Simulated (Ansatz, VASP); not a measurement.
## SrO in VASP and in Ansatz

```
CELL_PARAMETERS angstrom
-0.05140 2.54410 2.54410
2.54410 -0.05140 2.54410
2.54410 2.54410 -0.05140
ATOMIC_POSITIONS crystal
Sr 0.00000 0.00000 0.00000
O 0.50000 0.50000 0.50000
```

Change from the starting cell: equal xy, yz and zx shear strains of -2 %, crystal datasets.

Alike in both runs: task electric field gradients; functional PBE; k mesh 8 × 8 × 8; occupations fermi-dirac, width 0.02 eV; no spin polarisation.

|  | VASP | Ansatz |
| --- | --- | --- |
| version | VASP 6.6.1 | Ansatz 0.2.0 |
| potentials or method | VASP PAW PBE potentials, release 64 (Sr_sv, O), cutoff 520 eV | all-electron PAW with datasets made for the crystal, scalar-relativistic |

```tsv
	VASP	Ansatz	Ansatz less VASP
gap on the k mesh at the Fermi level (eV)	3.22	3.26	+0.048
pressure (GPa)	3.5	2.9	-0.58
traceless stress, the component that is largest in VASP (GPa)	1.02	1.02	+0.002
size of Vzz on the site where it differs most (V/Å²)	14.9	14.8	-0.13
```

Ansatz ran all-electron here, and VASP with PAW potentials.
